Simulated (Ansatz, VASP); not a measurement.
# HBr in VASP and in Ansatz

File INCAR:

```
  PREC = Accurate
  ENCUT = 500
  EDIFF = 1E-7
  ISMEAR = 0
  SIGMA = 0.01
  LREAL = F
  LASPH = T
  NELM = 120
  ALGO = Normal
  ISIF = 3
  LWAVE = F
  LCHARG = F
  GGA = PS
  IBRION = 2
  NSW = 80
  EDIFFG = -0.001
  GGA_COMPAT = F
  NELMIN = 4
```

The input KPOINTS:

```
Automatic mesh
0
Gamma
  10 10 10
```

Contents of POSCAR:

```
HBr
1.0
    0.0000000000      3.8507205737      3.8509611666
    1.6711513560      0.0000000000      3.8509611666
    1.6711513560      3.8507205737      0.0000000000
H Br
1 1
Direct
    0.0000000000      0.0000000000      0.0000000000
    0.5000000000      0.5000000000      0.5000000000
```

Input for Ansatz:

```yaml
crystal:
  lattice:
    - [0.0, 3.8507205737, 3.8509611666]
    - [1.671151356, 0.0, 3.8509611666]
    - [1.671151356, 3.8507205737, 0.0]
  atoms:
    - { symbol: H, position: [0.0, 0.0, 0.0] }
    - { symbol: Br, position: [0.5, 0.5, 0.5] }
basis:
  ecutwfc: 420
kpoints:
  mp_grid: { grid: [10, 10, 10] }
hamiltonian:
  xc: pbesol
scf:
  occupations: { method: fixed }
output:
  forces: true
  stress: true
  eigenvalues: true
relax:
  adjacent_minimum: "off"
  f_tol: 0.001
  max_steps: 60
  cell: { stress_tol: 0.01 }
```

Alike in both runs: task relaxation of cell and atoms; functional PBEsol; k mesh 10 × 10 × 10; no spin polarisation.

|  | VASP | Ansatz |
| --- | --- | --- |
| version | VASP 6.6.1 | Ansatz 0.2.0 |
| potentials or method | VASP PAW PBE potentials, release 64 (H, Br), cutoff 500 eV | scalar-relativistic, plane waves, PAW |
| occupations | gaussian, width 0.01 eV | fixed |
| valence electrons in the cell | 8 | 8 |

|  | VASP | Ansatz | Ansatz less VASP |
| --- | --- | --- | --- |
| gap on the k mesh at the Fermi level, each at its own relaxed structure (eV) | 1.41 | 1.44 | +0.034 |
| relaxed volume (Å³/atom) | 24.32 | 24.78 | +0.457 |
| relaxed cell length with the largest relative difference (Å) | 5.395 | 5.446 | +0.0506 |

VASP's potentials were made for PBE, not for PBEsol.
